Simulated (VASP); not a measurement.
**Sr3Zn: single point with PBE**

Crystal: Sr3Zn.

```
Sr Zn
1.0
     5.47994    0.00000    0.00000
     0.00000    5.47994    0.00000
     0.00000    0.00000    5.47994
Sr Zn
3 1
Cartesian
  2.7400 0.0000 2.7400
  2.7400 2.7400 0.0000
  0.0000 2.7400 2.7400
  0.0000 0.0000 0.0000
```

```yaml
Program: VASP 6.6.1
Task: single point
Functional: PBE
Potentials_or_basis: VASP PAW PBE potentials, release 64 (Sr_sv, Zn)
Cutoff: 520 eV
k_mesh: 4 × 4 × 4
Occupations: fermi-dirac, width 0.15 eV
Spin: no spin polarisation
```

| Item | Value |
| --- | --- |
| Pressure | 0.0 GPa |
| Band gap on the k mesh | zero (band 21 reaches 2.30 eV, above the bottom of band 22 at 1.79 eV) |

Levels at points of the mesh, in eV from the Fermi level:
| k point | band 19 | band 20 | band 21 | band 22 | band 23 | band 24 |
| --- | --- | --- | --- | --- | --- | --- |
| (0.00, 0.00, 0.00) | -1.76 | 0.11 | 0.11 | 0.74 | 0.74 | 0.74 |
| (0.50, 0.00, 0.00) | -2.57 | -0.34 | 0.26 | 0.26 | 1.10 | 1.19 |
| (0.50, 0.50, 0.00) | -1.47 | -1.47 | -0.84 | 0.20 | 1.07 | 1.28 |
| (0.50, 0.50, 0.50) | -0.64 | -0.64 | -0.64 | -0.07 | -0.07 | -0.07 |

It took 120 s on 1 thread of AMD EPYC 7R13 (shared host), peak memory 0.23 GiB.
